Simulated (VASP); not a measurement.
# Pd in VASP: single point with PBE+D3(BJ)

Aim: the single point of Pd with PBE+D3(BJ).

Everything below comes from runs of VASP 6.6.1. Logs are shortened: lines on timing, memory, paths and dates and some standing lists are left out, and cuts for length are marked.

## (1) The cell of the first run

The cell holds a slab with vacuum, 16 atoms: a = 5.501 Å, b = 5.501 Å, c = 23.737 Å, α = 90.00°, β = 90.00°, γ = 120.00°.

## (2) Single point, PBE+D3(BJ)

Contents of INCAR:

```
SYSTEM = Pd
ALGO = Normal
DIPOL = 0.5 0.5 0.500
EDIFF = 1E-6
ENCUT = 520
GGA = PE
IDIPOL = 3
ISIF = 2
ISMEAR = 0
IVDW = 12
LASPH = .True.
LCHARG = .False.
LDIPOL = .True.
LREAL = Auto
LWAVE = .False.
NBANDS = 94
NELM = 100
PREC = Accurate
SIGMA = 0.1
```

Contents of KPOINTS:

```
k-points
0
Gamma
  6 6 1
  0 0 0
```

Contents of POSCAR:

```
Pd
1.0
    5.5005447805      0.0000000000      0.0000000000
   -2.7502723903      4.7636115146      0.0000000000
    0.0000000000      0.0000000000     23.7367640098
Pd
16
Direct
    0.3333333333      0.1666666667      0.3580943045
    0.3333333333      0.6666666667      0.3580943045
    0.8333333333      0.1666666667      0.3580943045
    0.8333333333      0.6666666667      0.3580943045
    0.6666666667      0.3333333333      0.4526981015
    0.6666666667      0.8333333333      0.4526981015
    0.1666666667      0.3333333333      0.4526981015
    0.1666666667      0.8333333333      0.4526981015
    0.0000000000      0.5000000000      0.5471419255
    0.0000000000      0.0000000000      0.5471419255
    0.5000000000      0.5000000000      0.5471419255
    0.5000000000      0.0000000000      0.5471419255
    0.3333333333      0.6666666667      0.6428180185
    0.3333333333      0.1666666667      0.6428180185
    0.8333333333      0.6666666667      0.6428180185
    0.8333333333      0.1666666667      0.6428180185
```

Potentials or basis: VASP PAW PBE potentials, release 64 (Pd).

Run with:

```console
> cat potpaw_PBE.64/Pd/POTCAR > POTCAR
> mpirun -np 1 vasp_std > vasp.out
```

OUTCAR:

```text
SYSTEM = Pd
   EDIFF = 1E-6
   ENCUT = 520
   GGA = PE
   ISIF = 2
   ISMEAR = 0
   IVDW = 12
   LASPH = .True.
   LREAL = Auto
   NELM = 100
   PREC = Accurate
 IVDW          = 12

 ion  position               nearest neighbor table
   1  0.333  0.167  0.358-   3 2.75   3 2.75   4 2.75   4 2.75   2 2.75   2 2.75   7 2.75   5 2.75
                             8 2.75
   2  0.333  0.667  0.358-   4 2.75   4 2.75   3 2.75   3 2.75   1 2.75   1 2.75   8 2.75   6 2.75
                             7 2.75
   3  0.833  0.167  0.358-   1 2.75   1 2.75   2 2.75   2 2.75   4 2.75   4 2.75   5 2.75   7 2.75
                             6 2.75
   4  0.833  0.667  0.358-   2 2.75   2 2.75   1 2.75   1 2.75   3 2.75   3 2.75   6 2.75   8 2.75
                             5 2.75
   5  0.667  0.333  0.453-   9 2.75  12 2.75  11 2.75   7 2.75   7 2.75   8 2.75   8 2.75   6 2.75
                             6 2.75   3 2.75   1 2.75   4 2.75
   6  0.667  0.833  0.453-  10 2.75  11 2.75  12 2.75   8 2.75   8 2.75   7 2.75   7 2.75   5 2.75
                             5 2.75   4 2.75   2 2.75   3 2.75
   7  0.167  0.333  0.453-  11 2.75  10 2.75   9 2.75   5 2.75   5 2.75   6 2.75   6 2.75   8 2.75
                             8 2.75   1 2.75   3 2.75   2 2.75
   8  0.167  0.833  0.453-  12 2.75   9 2.75  10 2.75   6 2.75   6 2.75   5 2.75   5 2.75   7 2.75
                             7 2.75   2 2.75   4 2.75   1 2.75
   9  0.000  0.500  0.547-   5 2.75   8 2.75   7 2.75  11 2.75  11 2.75  12 2.75  12 2.75  10 2.75
[... 22 lines left out ...]
 A1 = (   5.5005447805,   0.0000000000,   0.0000000000)
 A2 = (  -2.7502723903,   4.7636115146,   0.0000000000)
 A3 = (   0.0000000000,   0.0000000000,  23.7367640098)

Analysis of symmetry for initial positions (statically):
=====================================================================
 Subroutine PRICEL returns following result:

  LATTYP: Found a hexagonal cell.
 ALAT       =     2.7502723902
 C/A-ratio  =     8.6306956700

  Lattice vectors:

 A1 = (   2.7502723902,   0.0000000000,   0.0000000000)
 A2 = (  -1.3751361952,   2.3818057573,   0.0000000000)
 A3 = (   0.0000000000,   0.0000000000,  23.7367640098)

   4 primitive cells build up your supercell.

 Routine SETGRP: Setting up the symmetry group for a
 hexagonal supercell.

 Subroutine GETGRP returns: Found  6 space group operations
 (whereof  6 operations were pure point group operations)
 out of a pool of 24 trial point group operations.

The static configuration has the point symmetry C_3v.

Analysis of symmetry for dynamics (positions and initial velocities):
=====================================================================
 Subroutine PRICEL returns following result:

  LATTYP: Found a hexagonal cell.
 ALAT       =     2.7502723902
 C/A-ratio  =     8.6306956700

  Lattice vectors:

 A1 = (   2.7502723902,   0.0000000000,   0.0000000000)
 A2 = (  -1.3751361952,   2.3818057573,   0.0000000000)
 A3 = (   0.0000000000,   0.0000000000,  23.7367640098)

   4 primitive cells build up your supercell.

 Routine SETGRP: Setting up the symmetry group for a
 hexagonal supercell.

 Subroutine GETGRP returns: Found  6 space group operations
 (whereof  6 operations were pure point group operations)
 out of a pool of 24 trial point group operations.

The dynamic configuration has the point symmetry C_3v.

 Subroutine INISYM returns: Found  6 space group operations
 (whereof  6 operations are pure point group operations),
 and found     4 'primitive' translations

----------------------------------------------------------------------------------------

                                     Primitive cell

  volume of cell :     155.4904

  direct lattice vectors                    reciprocal lattice vectors
     2.750272390  0.000000000  0.000000000     0.363600349  0.209924759  0.000000000
    -1.375136195  2.381805757  0.000000000     0.000000000  0.419849518  0.000000000
     0.000000000  0.000000000 23.736764010     0.000000000  0.000000000  0.042128742

  length of vectors
     2.750272390  2.750272390 23.736764010     0.419849518  0.419849518  0.042128742

  position of ions in fractional coordinates (direct lattice)
     0.666666667  0.333333333  0.358094304
     0.333333333  0.666666667  0.452698101
     0.000000000  0.000000000  0.547141925
     0.666666667  0.333333333  0.642818019

  ion indices of the primitive-cell ions
   primitive index   ion index
                 1           1
                 2           7
                 3          12
                 4          14

----------------------------------------------------------------------------------------

 KPOINTS: k-points

Automatic generation of k-mesh.
 Grid dimensions read from file:
 generate k-points for:    6    6    1

 Generating k-lattice:

  Cartesian coordinates                     Fractional coordinates (reciprocal lattice)
     0.030300029  0.017493730  0.000000000     0.166666667  0.000000000  0.000000000
     0.000000000  0.034987460  0.000000000     0.000000000  0.166666667  0.000000000
     0.000000000  0.000000000  0.042128742     0.000000000  0.000000000  1.000000000

  Length of vectors
     0.034987460  0.034987460  0.042128742

  Shift w.r.t. Gamma in fractional coordinates (k-lattice)
     0.000000000  0.000000000  0.000000000

 Subroutine IBZKPT returns following result:
 ===========================================

 Found      7 irreducible k-points:

 Following reciprocal coordinates:
            Coordinates               Weight
  0.000000  0.000000  0.000000      1.000000
  0.166667  0.000000  0.000000      6.000000
  0.333333  0.000000  0.000000      6.000000
  0.500000  0.000000  0.000000      3.000000
  0.166667  0.166667  0.000000      6.000000
  0.333333  0.166667  0.000000     12.000000
  0.333333  0.333333  0.000000      2.000000
   k-points           NKPTS =      7   k-points in BZ     NKDIM =      7   number of bands    NBANDS=     94
   number of dos      NEDOS =    301   number of ions     NIONS =     16
   total plane-waves  NPLWV = 317520
   dimension x,y,z NGX =    42 NGY =   42 NGZ =  180
   dimension x,y,z NGXF=    84 NGYF=   84 NGZF=  360
   ions per type =              16
   NGX,Y,Z   is equivalent  to a cutoff of  12.69, 12.69, 12.61 a.u.
   NGXF,Y,Z  is equivalent  to a cutoff of  25.39, 25.39, 25.21 a.u.
 SYSTEM =  Pd
   PREC   = accura    normal or accurate (medium, high low for compatibility)
   ISTART =      0    job   : 0-new  1-cont  2-samecut
   ICHARG =      2    charge: 1-file 2-atom 10-const
   ISPIN  =      1    spin polarized calculation?
   LNONCOLLINEAR =      F non collinear calculations
   LSORBIT =      F    spin-orbit coupling
   LASPH  =      T    aspherical Exc in radial PAW
   ENCUT  =  520.0 eV  38.22 Ry    6.18 a.u.  10.23 10.23 44.13*2*pi/ulx,y,z
   NELM   =    100;   NELMIN=  2; NELMDL= -5     # of ELM steps
   EDIFF  = 0.1E-05   stopping-criterion for ELM
   LREAL  =      T    real-space projection
   EDIFFG = 0.1E-04   stopping-criterion for IOM
   NSW    =      0    number of steps for IOM
   IBRION =     -1    ionic relax: 0-MD 1-quasi-New 2-CG
   NFREE  =      0    steps in history (QN), initial steepest desc. (CG)
   ISIF   =      2    stress and relaxation
   ISYM   =      2    0-nonsym 1-usesym 2-fastsym
   POTIM  = 0.5000    time-step for ionic-motion
   TEBEG  =    0.0;   TEEND  =   0.0 temperature during run
   PSTRESS=    0.0 pullay stress
   NELECT =     160.0000    total number of electrons
   NUPDOWN=      -1.0000    fix difference up-down
   EMIN   =  10.00;   EMAX   =-10.00  energy-range for DOS
   EFERMI =   0.00;   METHOD = LEGACY
   ISMEAR =     0;   SIGMA  =   0.10  broadening in eV -4-tet -1-fermi 0-gaus
   EFERMI_NEDOS =   21; number of points for ismear=-14 and -15
   IALGO  =     38    algorithm
   IMIX   =      4    mixing-type and parameters
     AMIX     =   0.40;   BMIX     =  1.00
     AMIX_MAG =   1.60;   BMIX_MAG =  1.00
  volume/ion in A,a.u.               =      38.87       262.33
  Fermi-wavevector in a.u.,A,eV,Ry     =   1.041183  1.967550 14.749553  1.084062
  Thomas-Fermi vector in A             =   2.175792
   LORBIT       =      0    0 simple, 1 ext, 2 COOP (PROOUT), +10 PAW based schemes
   GGA     = PE    functional components
   LHFCALC =     F    Hartree Fock is set to
   AEXX    =    0.0000 exact exchange contribution
   IVDW    =    12    specifies the selected vdW correction
   LEPSILON=     F    determine dielectric tensor
   LRPA    =     F    only Hartree local field effects (RPA)
 non-spin polarized calculation
 Gauss-broadening in eV      SIGMA  =   0.10
  energy-cutoff  :      520.00
  volume of cell :      621.96
 maximum number of plane-waves:     16782
 NGX is ok and might be reduce to    42
   NGX = 21   NGY = 21   NGZ = 89

 dipolmoment           0.000000      0.000000     -0.000338 electrons x Angstroem

 number of electron     159.9999965 magnetization

 dipolmoment           0.000000      0.000000      0.001194 electrons x Angstroem

 Free energy of the ion-electron system (eV)
  ---------------------------------------------------
  ext. energy  EPLUGINS =         0.00000000
  ---------------------------------------------------
  free energy    TOTEN  =       -79.13183657 eV

  energy without entropy =      -78.92638601  energy(sigma->0) =      -79.02911129

 E-fermi :   0.4225     XC(G=0):  -5.7281

 val. band max:        0.4221329407   @ k =   0.3333   0.0000   0.0000
 cond. band min:       0.4472026003   @ k =   0.1667   0.0000   0.0000
 fundamental gap:      0.0250696596
 Fermi energy:         0.4225386397

 k-point     1 :       0.0000    0.0000    0.0000
  band No.  band energies     occupation
      1      -6.1950      2.00000
      2      -5.1130      2.00000
      3      -4.6589      2.00000
      4      -4.6589      2.00000
      5      -4.6589      2.00000
      6      -4.6165      2.00000
[... 654 lines left out ...]
     91       4.1159      0.00000
     92       4.1159      0.00000
 [bands above 92 left out]

------------------------ aborting loop because EDIFF is reached ----------------------------------------

 vacuum level on the upper side and lower side of the slab       (xc-potential included)        -0.091        -0.101

 Edisp (eV)   -7.99963

 E8    (eV) :    -3.6620

  FORCE on cell =-STRESS in cart. coord.  units (eV):
  Direction    XX          YY          ZZ          XY          YZ          ZX
  --------------------------------------------------------------------------------------
  -------------------------------------------------------------------------------------
  Total      -8.08121    -8.08121     0.74843     0.00000     0.00000     0.00000
  in kB     -20.81726   -20.81726     1.92796     0.00000     0.00000     0.00000
  external pressure =      -13.24 kB  Pullay stress =        0.00 kB

 VOLUME and BASIS-vectors are now :
 -----------------------------------------------------------------------------
  energy-cutoff  :      520.00
  volume of cell :      621.96
      direct lattice vectors                 reciprocal lattice vectors
     5.500544781  0.000000000  0.000000000     0.181800174  0.104962380  0.000000000
    -2.750272390  4.763611515  0.000000000     0.000000000  0.209924759  0.000000000
     0.000000000  0.000000000 23.736764010     0.000000000  0.000000000  0.042128742

 POSITION                                       TOTAL-FORCE (eV/Angst)
 -----------------------------------------------------------------------------------
      1.37514      0.79394      8.50000         0.000000      0.000000     -0.131072
     -0.00000      3.17574      8.50000        -0.000000      0.000000     -0.131072
      4.12541      0.79394      8.50000         0.000000      0.000000     -0.131072
      2.75027      3.17574      8.50000        -0.000000      0.000000     -0.131072
      2.75027      1.58787     10.74559        -0.000000     -0.000000      0.139875
      1.37514      3.96968     10.74559        -0.000000     -0.000000      0.139875
[... 8 lines left out ...]
      2.75027      3.17574     15.25842        -0.000000      0.000000     -0.005454
      4.12541      0.79394     15.25842         0.000000      0.000000     -0.005454
 -----------------------------------------------------------------------------------
    total drift:                                0.000000      0.000000      0.006230

  FREE ENERGIE OF THE ION-ELECTRON SYSTEM (eV)
  ---------------------------------------------------
  free  energy   TOTEN  =       -87.1314658528 eV

  energy  without entropy=      -86.9260152981  energy(sigma->0) =      -87.02874058

 vacuum level on the upper side and lower side of the slab         5.630         5.620
```

It took 15 min on 1 thread of AMD EPYC 9R45 (Zen 5), shared host; peak memory 0.72 GiB.

What came out:

```
Free energy                : -87.1315 eV
Largest force              : 0.140 eV/Å
Band gap on the k mesh     : zero (band 80 reaches 0.77 eV, above the bottom of band 81 at 0.27 eV)
Dispersion energy per atom : -0.500 eV
```

Forces in eV/Å, atoms in the order of the input:
```
Pd   0.000  0.000 -0.131
Pd   0.000  0.000 -0.131
Pd   0.000  0.000 -0.131
Pd   0.000  0.000 -0.131
Pd   0.000  0.000  0.140
Pd   0.000  0.000  0.140
Pd   0.000  0.000  0.140
Pd   0.000  0.000  0.140
Pd   0.000  0.000 -0.003
Pd   0.000  0.000 -0.003
Pd   0.000  0.000 -0.003
Pd   0.000  0.000 -0.003
Pd   0.000  0.000 -0.005
Pd   0.000  0.000 -0.005
Pd   0.000  0.000 -0.005
Pd   0.000  0.000 -0.005
```

Levels at points of the mesh, in eV from the Fermi level:
```tsv
k point	band 77	band 78	band 79	band 80	band 81	band 82	band 83	band 84
(0.00, 0.00, 0.00)	0.16	0.35	0.35	0.35	0.37	0.37	0.37	0.47
(0.50, 0.00, 0.00)	-0.23	-0.23	0.00	0.00	0.03	0.03	0.19	0.19
```
